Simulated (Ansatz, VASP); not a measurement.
**MgBe2SO2: VASP beside Ansatz**

```
CELL_PARAMETERS angstrom
3.10933 0.00000 0.00000
0.00000 3.10933 0.00000
0.00000 0.00000 7.56026
ATOMIC_POSITIONS crystal
Mg 0.00000 0.00000 0.33045
Be 0.50000 0.00000 0.01156
Be 0.00000 0.50000 0.01156
S 0.50000 0.50000 0.83997
O 0.00000 0.00000 0.57967
O 0.50000 0.50000 0.22539
```

Change from the starting cell: species swapped into the LaGdCl2O2 type (P4mm, No. 99).

Alike in both runs: functional PBE; k mesh 6 × 6 × 4; occupations gaussian, width 0.1 eV; collinear spin.

Ansatz relaxed the structure, and its values are those at the end. VASP's run is a single point on that final structure, the one shown.

```csv
,VASP,Ansatz
version,VASP 6.6.1,Ansatz 0.2.0
potentials or method,"VASP PAW PBE potentials, release 64 (Mg, Be, S, O), cutoff 520 eV","scalar-relativistic, plane waves, PAW"
valence electrons in the cell,24,32
```

Ansatz gave:

| Property | Result |
| --- | --- |
| gap on the k mesh at the Fermi level (eV) | none |
| pressure (GPa) | 0.1 |
| rms of the force components (eV/Å) | 0.006 |
| net moment per atom (μB) | 0.13 |
| size of the moment on the site where the two differ most (μB) | 0.79 |

Problem. Estimate VASP's values.

Solution. gap on the k mesh at the Fermi level (eV): none; pressure (GPa): -0.1; rms of the force components (eV/Å): 0.014; net moment per atom (μB): 0.13; size of the moment on the site where the two differ most (μB): 0.77.

Site moments also hang on the region over which each program counts them. A gap of «none» marks a metal or a gap that the smearing closes. VASP's potentials hold 24 valence electrons a cell and Ansatz's 32, so a difference there can come from the potentials and not from the codes. Ansatz's warnings: cell relax basis refresh.
